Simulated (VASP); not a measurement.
# Sc (Fm-3m) in VASP: single point with PBE

Aim: the single point of Sc with PBE.

All numbers are computed with VASP 6.6.1; they aren't measurements. Logs are shortened: lines on timing, memory, paths and dates and some standing lists are left out, and cuts for length are marked.

## (1) The cell of the first run

Symmetry: Fm-3m, No. 225, cubic system. Conventional cell: a = 4.633 Å, b = 4.633 Å, c = 4.633 Å, α = 90.00°, β = 90.00°, γ = 90.00°. Sc (site symmetry m-3m) has 12 Sc at 3.28 Å within 4.3 Å.

This isn't the form of Sc at room conditions, which is hcp.

## (2) Single point, PBE

INCAR

```
SYSTEM = Sc
ALGO = Normal
EDIFF = 1E-6
ENCUT = 520
GGA = PE
ISIF = 2
ISMEAR = -1
LASPH = .True.
LCHARG = .False.
LREAL = .False.
LWAVE = .False.
NBANDS = 12
NELM = 80
PREC = Accurate
SIGMA = 0.13605693000000002
```

KPOINTS

```
k-points
0
Gamma
  12 12 12
  0 0 0
```

POSCAR

```
Sc
1.0
    0.0000000000      2.3162988449      2.3162988449
    2.3162988449      0.0000000000      2.3162988449
    2.3162988449      2.3162988449      0.0000000000
Sc
1
Direct
    0.0000000000      0.0000000000      0.0000000000
```

Potentials or basis: VASP PAW PBE potentials, release 64 (Sc_sv).

Started as:

```console
cat potpaw_PBE.64/Sc_sv/POTCAR > POTCAR
mpirun -np 1 vasp_std > vasp.out
```

OUTCAR:

```text
SYSTEM = Sc
   EDIFF = 1E-6
   ENCUT = 520
   GGA = PE
   ISIF = 2
   ISMEAR = -1
   LASPH = .True.
   LREAL = .False.
   NELM = 80
   PREC = Accurate

 ion  position               nearest neighbor table
   1  0.000  0.000  0.000-

  LATTYP: Found a face centered cubic cell.
 ALAT       =     4.6325976898

  Lattice vectors:

 A1 = (   0.0000000000,   2.3162988449,   2.3162988449)
 A2 = (   2.3162988449,   0.0000000000,   2.3162988449)
 A3 = (   2.3162988449,   2.3162988449,   0.0000000000)

Analysis of symmetry for initial positions (statically):
=====================================================================
 Subroutine PRICEL returns:
 Original cell was already a primitive cell.

 Routine SETGRP: Setting up the symmetry group for a
 face centered cubic supercell.

 Subroutine GETGRP returns: Found 48 space group operations
 (whereof 48 operations were pure point group operations)
 out of a pool of 48 trial point group operations.

The static configuration has the point symmetry O_h .

Analysis of symmetry for dynamics (positions and initial velocities):
=====================================================================
 Subroutine PRICEL returns:
 Original cell was already a primitive cell.

 Routine SETGRP: Setting up the symmetry group for a
 face centered cubic supercell.

 Subroutine GETGRP returns: Found 48 space group operations
 (whereof 48 operations were pure point group operations)
 out of a pool of 48 trial point group operations.

The dynamic configuration has the point symmetry O_h .

 Subroutine INISYM returns: Found 48 space group operations
 (whereof 48 operations are pure point group operations),
 and found     1 'primitive' translations

----------------------------------------------------------------------------------------

                                     Primitive cell

  volume of cell :      24.8550

  direct lattice vectors                    reciprocal lattice vectors
     0.000000000  2.316298845  2.316298845    -0.215861611  0.215861611  0.215861611
     2.316298845  0.000000000  2.316298845     0.215861611 -0.215861611  0.215861611
     2.316298845  2.316298845  0.000000000     0.215861611  0.215861611 -0.215861611

  length of vectors
     3.275741241  3.275741241  3.275741241     0.373883277  0.373883277  0.373883277

  position of ions in fractional coordinates (direct lattice)
     0.000000000  0.000000000  0.000000000
[... 81 lines left out ...]
   NFREE  =      0    steps in history (QN), initial steepest desc. (CG)
   ISIF   =      2    stress and relaxation
   ISYM   =      2    0-nonsym 1-usesym 2-fastsym
   POTIM  = 0.5000    time-step for ionic-motion
   TEBEG  =    0.0;   TEEND  =   0.0 temperature during run
   PSTRESS=    0.0 pullay stress
   NELECT =      11.0000    total number of electrons
   NUPDOWN=      -1.0000    fix difference up-down
   EMIN   =  10.00;   EMAX   =-10.00  energy-range for DOS
   EFERMI =   0.00;   METHOD = LEGACY
   ISMEAR =    -1;   SIGMA  =   0.14  broadening in eV -4-tet -1-fermi 0-gaus
   EFERMI_NEDOS =   21; number of points for ismear=-14 and -15
   IALGO  =     38    algorithm
   IMIX   =      4    mixing-type and parameters
     AMIX     =   0.40;   BMIX     =  1.00
     AMIX_MAG =   1.60;   BMIX_MAG =  1.00
  volume/ion in A,a.u.               =      24.85       167.73
  Fermi-wavevector in a.u.,A,eV,Ry     =   1.247578  2.357581 21.176809  1.556452
  Thomas-Fermi vector in A             =   2.381704
   LORBIT       =      0    0 simple, 1 ext, 2 COOP (PROOUT), +10 PAW based schemes
   GGA     = PE    functional components
   LHFCALC =     F    Hartree Fock is set to
   AEXX    =    0.0000 exact exchange contribution
   IVDW    =     0    specifies the selected vdW correction
   LEPSILON=     F    determine dielectric tensor
   LRPA    =     F    only Hartree local field effects (RPA)
 non-spin polarized calculation
  energy-cutoff  :      520.00
  volume of cell :       24.85
 maximum number of plane-waves:       692
   NGX = 13   NGY = 13   NGZ = 13

 number of electron      11.0000001 magnetization

 Free energy of the ion-electron system (eV)
  ---------------------------------------------------
  ext. energy  EPLUGINS =         0.00000000
  ---------------------------------------------------
  free energy    TOTEN  =        -6.26050959 eV

  energy without entropy =       -6.14516645  energy(sigma->0) =       -6.20283802

 E-fermi :   3.6970     XC(G=0):  -9.8418

 val. band max:        3.6287744070   @ k =  -0.4167   0.3333   0.1667
 cond. band min:       3.7350301685   @ k =   0.5000   0.1667   0.0833
 fundamental gap:      0.1062557614
 Fermi energy:         3.6969606932

 k-point     1 :       0.0000    0.0000    0.0000
  band No.  band energies     occupation
      1     -45.7635      2.00000
      2     -24.1850      2.00000
      3     -24.1850      2.00000
      4     -24.1850      2.00000
      5      -1.4833      2.00000
      6       5.2622      0.00002
      7       5.2622      0.00002
      8       5.2622      0.00002
      9       6.6241      0.00000
     10       6.6241      0.00000
     11      16.1488      0.00000
     12      19.5048      0.00000
[... 331 lines left out ...]
 k-point    24 :      -0.4167    0.1667    0.0000
  band No.  band energies     occupation
      1     -45.7009      2.00000
      2     -24.5316      2.00000
      3     -24.3047      2.00000
      4     -24.2494      2.00000
      5       2.4282      1.99982
      6       3.5908      1.37133
      7       4.7297      0.00101
      8       5.5542      0.00000
      9       7.3139      0.00000
     10       8.2211      0.00000
     11      10.3276      0.00000
     12      14.8244      0.00000

 [... further k-points ...]

------------------------ aborting loop because EDIFF is reached ----------------------------------------

  FORCE on cell =-STRESS in cart. coord.  units (eV):
  Direction    XX          YY          ZZ          XY          YZ          ZX
  --------------------------------------------------------------------------------------
  -------------------------------------------------------------------------------------
  Total        0.0058212      0.0058212      0.0058212      0.0000000      0.0000000      0.0000000
  in kB        0.3752407      0.3752407      0.3752407      0.0000000      0.0000000      0.0000000
  external PRESSURE =       0.3752407 kB  Pullay stress =       0.0000000 kB

 VOLUME and BASIS-vectors are now :
 -----------------------------------------------------------------------------
  energy-cutoff  :      520.00
  volume of cell :       24.85
      direct lattice vectors                 reciprocal lattice vectors
     0.000000000  2.316298845  2.316298845    -0.215861611  0.215861611  0.215861611
     2.316298845  0.000000000  2.316298845     0.215861611 -0.215861611  0.215861611
     2.316298845  2.316298845  0.000000000     0.215861611  0.215861611 -0.215861611

 POSITION                                       TOTAL-FORCE (eV/Angst)
 -----------------------------------------------------------------------------------
      0.00000      0.00000      0.00000        -0.000000     -0.000000     -0.000000
 -----------------------------------------------------------------------------------
    total drift:                               -0.000000      0.000000     -0.000000

  FREE ENERGIE OF THE ION-ELECTRON SYSTEM (eV)
  ---------------------------------------------------
  free  energy   TOTEN  =        -6.2605095926 eV

  energy  without entropy=       -6.1451664506  energy(sigma->0) =       -6.20283802
```

OSZICAR:

```text
N       E                     dE             d eps       ncg     rms          rms(c)
DAV:   1     0.752380204753E+02    0.75238E+02   -0.51084E+03  1736   0.895E+02
DAV:   2    -0.544230144949E+01   -0.80680E+02   -0.79121E+02  1728   0.287E+02
DAV:   3    -0.692793659757E+01   -0.14856E+01   -0.14544E+01  2356   0.509E+01
DAV:   4    -0.695210594420E+01   -0.24169E-01   -0.24140E-01  2180   0.511E+00
DAV:   5    -0.695246855684E+01   -0.36261E-03   -0.36261E-03  2312   0.565E-01    0.526E+00
DAV:   6    -0.634234726135E+01    0.61012E+00   -0.92485E-01  2600   0.137E+01    0.154E+00
DAV:   7    -0.626544152841E+01    0.76906E-01   -0.17870E-01  2704   0.578E+00    0.600E-01
DAV:   8    -0.626120650289E+01    0.42350E-02   -0.15260E-02  2120   0.179E+00    0.173E-01
DAV:   9    -0.626051815707E+01    0.68835E-03   -0.25555E-03  2576   0.729E-01    0.313E-02
DAV:  10    -0.626051095086E+01    0.72062E-05   -0.87126E-05  2636   0.115E-01    0.903E-03
DAV:  11    -0.626050940417E+01    0.15467E-05   -0.54134E-06  2680   0.332E-02    0.960E-04
DAV:  12    -0.626050959264E+01   -0.18848E-06   -0.51471E-08  1040   0.286E-03
   1 F= -.62605096E+01 E0= -.62028380E+01  d E =-.115343E+00
```

stdout:

```text
POSCAR found type information on POSCAR Sc
 POSCAR found :  1 types and       1 ions
 scaLAPACK will be used
 LDA part: xc-table for (Slater+PW92), standard interpolation
 POSCAR, INCAR and KPOINTS ok, starting setup
 FFT: planning ... GRIDC
 FFT: planning ... GRID_SOFT
 FFT: planning ... GRID
 WAVECAR not read
 entering main loop
```

Run time: 17 s. Hardware: 1 thread of Intel Xeon 8259CL, shared host; peak memory 0.15 GiB.

Results:

| Item | Value |
| --- | --- |
| Free energy | -6.2605 eV |
| Pressure | 0.0 GPa |
| Band gap on the k mesh | zero (an odd number of electrons rules out a gap without spin polarisation) |

Levels at points of the mesh, in eV from the Fermi level:
| k point | band 3 | band 4 | band 5 | band 6 | band 7 | band 8 |
| --- | --- | --- | --- | --- | --- | --- |
| (0.00, 0.00, 0.00) | -27.88 | -27.88 | -5.18 | 1.57 | 1.57 | 1.57 |
| (0.50, 0.00, 0.00) | -27.93 | -27.93 | -1.76 | 0.20 | 1.46 | 1.46 |
| (0.50, 0.50, 0.00) | -28.02 | -28.02 | -1.51 | -0.62 | 1.88 | 3.80 |
